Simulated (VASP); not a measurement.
KZnWO4:

```
K Zn W O
1.0
     0.00000    4.41580    4.41580
     4.41580    0.00000    4.41580
     4.41580    4.41580    0.00000
K Zn W O
1 1 1 4
Cartesian
  2.2079 2.2079 2.2079
  0.0000 0.0000 0.0000
  6.6237 6.6237 6.6237
  5.5964 5.5964 7.6510
  7.6510 5.5964 5.5964
  7.6510 7.6510 7.6510
  5.5964 7.6510 5.5964
```

The cell was generated, and may not be a known phase.

| Property | Result |
| --- | --- |
| Program | VASP 6.6.1 |
| Task | relaxation of cell and atoms |
| Functional | PBE |
| Potentials or basis | VASP PAW PBE potentials, release 64 (K_sv, Zn, W_sv, O) |
| Cutoff | 600 eV |
| k mesh | 4 × 4 × 4 |
| Occupations | gaussian, width 0.1 eV |
| Spin | no spin polarisation |

At the start: pressure 2.3 GPa; volume 24.60 Å³/atom.

Q: Where does the relaxation end?

A: Over 10 steps the energy falls by 17.4 meV/atom and the volume is 23.78 Å³/atom (-3.4 %); space group F-43m (No. 216, to 0.1 Å) before and after.

Step by step:
```
step  energy change (eV)  largest force (eV/Å)  pressure (GPa)  volume (Å³)
   1              0.0000                1.4602            2.33       172.21
   2              0.2325                1.7299           -6.21       181.27
   3             -0.0809                0.1171           -0.97       175.04
   4             -0.0811                0.1605           -0.84       174.93
   5             -0.0987                0.1682           -0.62       172.44
   6             -0.1203                0.0880            0.52       165.26
   7             -0.1211                0.1305            0.22       166.77
   8             -0.1213                0.1210            0.31       166.36
   9             -0.1157                0.3395           -0.67       166.62
  10             -0.1221                0.0002            0.06       166.43
```

Final structure:
```
K Zn W O
1.0
     0.00000    4.36584    4.36584
     4.36584    0.00000    4.36584
     4.36584    4.36584    0.00000
K Zn W O
1 1 1 4
Direct
  0.25000 0.25000 0.25000
  0.00000 0.00000 0.00000
  0.75000 0.75000 0.75000
  0.87012 0.87012 0.38964
  0.38964 0.87012 0.87012
  0.87012 0.87012 0.87012
  0.87012 0.38964 0.87012
```

Caveat: an odd number of electrons without spin polarisation forces a metal; a magnetic or distorted state may lie lower.
